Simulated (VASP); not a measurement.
# Na (P6_3/mmc) in VASP: a series of runs

Runs on Na. Level: r2SCAN. Tasks: single point.

Everything below comes from runs of VASP 6.6.1. Logs are shortened: lines on timing, memory, paths and dates and some standing lists are left out, and cuts for length are marked.

## (1) The cell of the first run

Symmetry: P6_3/mmc, No. 194, hexagonal system. Conventional cell: a = 3.764 Å, b = 3.764 Å, c = 6.147 Å, α = 90.00°, β = 90.00°, γ = 120.00°. Within 4.9 Å of Na (site symmetry -6m2) lie 12 Na at 3.76 Å.

This isn't the form of Na at room conditions, which is bcc.

## (2) Single point, r2SCAN (37.71 Å³/atom)

Contents of POSCAR:

```
Na
1.0
    3.7640418302      0.0000000000      0.0000000000
   -1.8820209151      3.2597558458      0.0000000000
    0.0000000000      0.0000000000      6.1466803087
Na
2
Direct
    0.3333333333      0.6666666667      0.2500000000
    0.6666666667      0.3333333333      0.7500000000
```

Contents of INCAR.step1:

```
  ALGO = Normal
  EDIFF = 1E-4
  ENCUT = 520
  GGA = PE
  ISMEAR = -1
  LASPH = True
  LCHARG = False
  LREAL = False
  LWAVE = True
  NBANDS = 14
  NELM = 100
  PREC = Accurate
  SIGMA = 0.1
```

Contents of INCAR.step2:

```
  ALGO = Normal
  EDIFF = 1E-7
  ENCUT = 520
  ISIF = 2
  ISMEAR = -1
  ISTART = 1
  LASPH = True
  LCHARG = False
  LMIXTAU = True
  LREAL = False
  LWAVE = False
  METAGGA = R2SCAN
  NBANDS = 14
  NELM = 100
  PREC = Accurate
  SIGMA = 0.1
```

Contents of KPOINTS:

```
k-points
0
Gamma
  11 11 6
```

Potentials or basis: VASP PAW PBE potentials, release 64 (Na_pv).

Run with:

```bash
$ cat potpaw_PBE.64/Na_pv/POTCAR > POTCAR
$ cp INCAR.step1 INCAR
$ mpirun -np 1 vasp_std > vasp.out
$ cp INCAR.step2 INCAR
$ mpirun -np 1 vasp_std > vasp.out
```

OUTCAR:

```text
EDIFF = 1E-7
   ENCUT = 520
   ISIF = 2
   ISMEAR = -1
   ISTART = 1
   LASPH = True
   LREAL = False
   METAGGA = R2SCAN
   NELM = 100
   PREC = Accurate

 ion  position               nearest neighbor table
   1  0.333  0.667  0.250-
   2  0.667  0.333  0.750-

  LATTYP: Found a hexagonal cell.
 ALAT       =     3.7640418302
 C/A-ratio  =     1.6330000000

  Lattice vectors:

 A1 = (   3.7640418302,   0.0000000000,   0.0000000000)
 A2 = (  -1.8820209151,   3.2597558458,   0.0000000000)
 A3 = (   0.0000000000,   0.0000000000,   6.1466803087)

Analysis of symmetry for initial positions (statically):
=====================================================================
 Subroutine PRICEL returns:
 Original cell was already a primitive cell.

 Routine SETGRP: Setting up the symmetry group for a
 hexagonal supercell.

 Subroutine GETGRP returns: Found 24 space group operations
 (whereof 12 operations were pure point group operations)
 out of a pool of 24 trial point group operations.

The static configuration has the point symmetry D_3d.
 The point group associated with its full space group is D_6h.

Analysis of symmetry for dynamics (positions and initial velocities):
=====================================================================
 Subroutine PRICEL returns:
 Original cell was already a primitive cell.

 Routine SETGRP: Setting up the symmetry group for a
 hexagonal supercell.

 Subroutine GETGRP returns: Found 24 space group operations
 (whereof 12 operations were pure point group operations)
 out of a pool of 24 trial point group operations.

The dynamic configuration has the point symmetry D_3d.
 The point group associated with its full space group is D_6h.

 Subroutine INISYM returns: Found 24 space group operations
 (whereof 12 operations are pure point group operations),
 and found     1 'primitive' translations

----------------------------------------------------------------------------------------

                                     Primitive cell

  volume of cell :      75.4189

  direct lattice vectors                    reciprocal lattice vectors
     3.764041830  0.000000000  0.000000000     0.265671862  0.153385721  0.000000000
    -1.882020915  3.259755846  0.000000000     0.000000000  0.306771442  0.000000000
     0.000000000  0.000000000  6.146680309     0.000000000  0.000000000  0.162689444

  length of vectors
     3.764041830  3.764041830  6.146680309     0.306771442  0.306771442  0.162689444

  position of ions in fractional coordinates (direct lattice)
     0.333333333  0.666666667  0.250000000
     0.666666667  0.333333333  0.750000000

  ion indices of the primitive-cell ions
   primitive index   ion index
                 1           1
                 2           2

----------------------------------------------------------------------------------------

 KPOINTS: k-points

Automatic generation of k-mesh.
 Grid dimensions read from file:
 generate k-points for:   11   11    6

 Generating k-lattice:

  Cartesian coordinates                     Fractional coordinates (reciprocal lattice)
     0.024151987  0.013944156  0.000000000     0.090909091 -0.000000000  0.000000000
     0.000000000  0.027888313  0.000000000     0.000000000  0.090909091  0.000000000
     0.000000000  0.000000000  0.027114907     0.000000000  0.000000000  0.166666667

  Length of vectors
     0.027888313  0.027888313  0.027114907

  Shift w.r.t. Gamma in fractional coordinates (k-lattice)
     0.000000000  0.000000000  0.000000000

 Subroutine IBZKPT returns following result:
 ===========================================

 Found     64 irreducible k-points:

 Following reciprocal coordinates:
            Coordinates               Weight
  0.000000  0.000000  0.000000      1.000000
  0.090909  0.000000  0.000000      6.000000
  0.181818  0.000000  0.000000      6.000000
  0.272727  0.000000  0.000000      6.000000
  0.363636  0.000000  0.000000      6.000000
  0.454545 -0.000000  0.000000      6.000000
[... 16 lines left out ...]
  0.090909  0.090909  0.166667     12.000000
  0.181818  0.090909  0.166667     24.000000
 [... further k-points ...]
   k-points           NKPTS =     64   k-points in BZ     NKDIM =     64   number of bands    NBANDS=     14
   number of dos      NEDOS =    301   number of ions     NIONS =      2
   total plane-waves  NPLWV =  37632
   dimension x,y,z NGX =    28 NGY =   28 NGZ =   48
   dimension x,y,z NGXF=    56 NGYF=   56 NGZF=   96
   ions per type =               2
   NGX,Y,Z   is equivalent  to a cutoff of  12.37, 12.37, 12.98 a.u.
   NGXF,Y,Z  is equivalent  to a cutoff of  24.73, 24.73, 25.96 a.u.
 SYSTEM =  unknown system
   PREC   = accura    normal or accurate (medium, high low for compatibility)
   ISTART =      1    job   : 0-new  1-cont  2-samecut
   ICHARG =      0    charge: 1-file 2-atom 10-const
   ISPIN  =      1    spin polarized calculation?
   LNONCOLLINEAR =      F non collinear calculations
   LSORBIT =      F    spin-orbit coupling
   LASPH  =      T    aspherical Exc in radial PAW
   ENCUT  =  520.0 eV  38.22 Ry    6.18 a.u.   7.00  7.00 11.43*2*pi/ulx,y,z
   NELM   =    100;   NELMIN=  2; NELMDL=  0     # of ELM steps
   EDIFF  = 0.1E-06   stopping-criterion for ELM
   LREAL  =      F    real-space projection
   EDIFFG = 0.1E-05   stopping-criterion for IOM
   NSW    =      0    number of steps for IOM
   IBRION =     -1    ionic relax: 0-MD 1-quasi-New 2-CG
   NFREE  =      0    steps in history (QN), initial steepest desc. (CG)
   ISIF   =      2    stress and relaxation
   ISYM   =      2    0-nonsym 1-usesym 2-fastsym
   POTIM  = 0.5000    time-step for ionic-motion
   TEBEG  =    0.0;   TEEND  =   0.0 temperature during run
   PSTRESS=    0.0 pullay stress
   NELECT =      14.0000    total number of electrons
   NUPDOWN=      -1.0000    fix difference up-down
   EMIN   =  10.00;   EMAX   =-10.00  energy-range for DOS
   EFERMI =   0.00;   METHOD = LEGACY
   ISMEAR =    -1;   SIGMA  =   0.10  broadening in eV -4-tet -1-fermi 0-gaus
   EFERMI_NEDOS =   21; number of points for ismear=-14 and -15
   IALGO  =     38    algorithm
   IMIX   =      4    mixing-type and parameters
     AMIX     =   0.40;   BMIX     =  1.00
     AMIX_MAG =   1.60;   BMIX_MAG =  1.00
  volume/ion in A,a.u.               =      37.71       254.48
  Fermi-wavevector in a.u.,A,eV,Ry     =   0.933879  1.764776 11.866059  0.872131
  Thomas-Fermi vector in A             =   2.060627
   LORBIT       =      0    0 simple, 1 ext, 2 COOP (PROOUT), +10 PAW based schemes
   METAGGA = R2SCAN    functional components
   LHFCALC =     F    Hartree Fock is set to
   AEXX    =    0.0000 exact exchange contribution
   IVDW    =     0    specifies the selected vdW correction
   LEPSILON=     F    determine dielectric tensor
   LRPA    =     F    only Hartree local field effects (RPA)
 non-spin polarized calculation
  energy-cutoff  :      520.00
  volume of cell :       75.42
 maximum number of plane-waves:      2051
 NGX is ok and might be reduce to    28
   NGX = 13   NGY = 13   NGZ = 23

 number of electron      14.0000010 magnetization

 Free energy of the ion-electron system (eV)
  ---------------------------------------------------
  ext. energy  EPLUGINS =         0.00000000
  ---------------------------------------------------
  free energy    TOTEN  =        -7.11852580 eV

  energy without entropy =       -7.08428511  energy(sigma->0) =       -7.10140545

 E-fermi :   0.3156     XC(G=0):  -6.8711

 val. band max:        0.2936278022   @ k =   0.1818   0.0000   0.1667
 cond. band min:       0.3361336876   @ k =   0.2727   0.2727   0.1667
 fundamental gap:      0.0425058855
 Fermi energy:         0.3156238870

 k-point     1 :       0.0000    0.0000    0.0000
  band No.  band energies     occupation
      1     -25.7559      2.00000
      2     -25.7275      2.00000
      3     -25.7273      2.00000
      4     -25.7229      2.00000
      5     -25.7227      2.00000
      6     -25.7224      2.00000
      7      -3.1551      2.00000
      8       0.7965      0.01619
      9       1.4529      0.00002
     10      10.8483      0.00000
     11      10.8485      0.00000
     12      11.3430      0.00000
     13      11.3553      0.00000
     14      11.3553      0.00000

 k-point     2 :       0.0909    0.0000    0.0000
  band No.  band energies     occupation
      1     -25.7550      2.00000
      2     -25.7294      2.00000
      3     -25.7281      2.00000
      4     -25.7248      2.00000
      5     -25.7232      2.00000
      6     -25.7227      2.00000
      7      -3.0259      2.00000
      8       0.9130      0.00508
      9       1.5751      0.00001
     10       8.9481      0.00000
     11      10.0609      0.00000
     12      10.4707      0.00000
     13      12.1922      0.00000
     14      12.2434      0.00000

 k-point     3 :       0.1818    0.0000    0.0000
  band No.  band energies     occupation
      1     -25.7525      2.00000
      2     -25.7347      2.00000
      3     -25.7303      2.00000
      4     -25.7298      2.00000
      5     -25.7241      2.00000
      6     -25.7237      2.00000
      7      -2.6403      2.00000
      8       1.2630      0.00015
      9       1.9330      0.00000
     10       6.8177      0.00000
     11       9.2491      0.00000
     12       9.2871      0.00000
     13      10.3358      0.00000
     14      11.7913      0.00000
[... 324 lines left out ...]
 k-point    23 :       0.0909    0.0909    0.1667
  band No.  band energies     occupation
      1     -25.7516      2.00000
      2     -25.7321      2.00000
      3     -25.7307      2.00000
      4     -25.7284      2.00000
      5     -25.7245      2.00000
      6     -25.7242      2.00000
      7      -2.6473      2.00000
      8       0.1728      1.61335
      9       2.9920      0.00000
     10       7.8082      0.00000
     11       8.3473      0.00000
     12      10.2842      0.00000
     13      10.5305      0.00000
     14      11.1647      0.00000

 k-point    24 :       0.1818    0.0909    0.1667
  band No.  band energies     occupation
      1     -25.7494      2.00000
      2     -25.7375      2.00000
      3     -25.7362      2.00000
      4     -25.7307      2.00000
      5     -25.7261      2.00000
      6     -25.7252      2.00000
      7      -2.1373      2.00000
      8       0.6542      0.06549
      9       3.4219      0.00000
     10       5.9790      0.00000
     11       7.2736      0.00000
     12       8.6715      0.00000
     13       9.7969      0.00000
     14      10.8191      0.00000

 [... further k-points ...]

------------------------ aborting loop because EDIFF is reached ----------------------------------------

  FORCE on cell =-STRESS in cart. coord.  units (eV):
  Direction    XX          YY          ZZ          XY          YZ          ZX
  --------------------------------------------------------------------------------------
  -------------------------------------------------------------------------------------
  Total        0.0038529      0.0038529      0.0764807      0.0000000      0.0000000      0.0000000
  in kB        0.0818495      0.0818495      1.6247333      0.0000000      0.0000000      0.0000000
  external PRESSURE =       0.5961441 kB  Pullay stress =       0.0000000 kB

 VOLUME and BASIS-vectors are now :
 -----------------------------------------------------------------------------
  energy-cutoff  :      520.00
  volume of cell :       75.42
      direct lattice vectors                 reciprocal lattice vectors
     3.764041830  0.000000000  0.000000000     0.265671862  0.153385721  0.000000000
    -1.882020915  3.259755846  0.000000000     0.000000000  0.306771442  0.000000000
     0.000000000  0.000000000  6.146680309     0.000000000  0.000000000  0.162689444

 POSITION                                       TOTAL-FORCE (eV/Angst)
 -----------------------------------------------------------------------------------
     -0.00000      2.17317      1.53667         0.000000     -0.000000     -0.000000
      1.88202      1.08659      4.61001        -0.000000      0.000000      0.000000
 -----------------------------------------------------------------------------------
    total drift:                               -0.000000      0.000000      0.000000

  FREE ENERGIE OF THE ION-ELECTRON SYSTEM (eV)
  ---------------------------------------------------
  free  energy   TOTEN  =        -7.1185258041 eV

  energy  without entropy=       -7.0842851054  energy(sigma->0) =       -7.10140545
```

It took 6.6 min on 1 thread of AMD EPYC 7R13, shared host; peak memory 0.18 GiB.

What came out:

* Free energy: -7.1185 eV
* Pressure: 0.1 GPa
* Band gap on the k mesh: zero (bands 7 and 8 overlap by 4.19 eV)

Levels at points of the mesh, in eV from the Fermi level:
```
           k point  band 4  band 5  band 6  band 7  band 8  band 9  band 10  band 11
(0.00, 0.00, 0.00)  -26.04  -26.04  -26.04   -3.47    0.48    1.14    10.53    10.53
(0.00, 0.00, 0.50)  -26.04  -26.04  -26.04   -2.38   -2.38    5.87     5.87    11.11
```

Caveat: the PAW data sets were made with another functional, which shifts forces and pressure a little.

(Part 1 of 2 ends here.)

The gap in the log of VASP goes by the Fermi energy; the results here count the filled bands.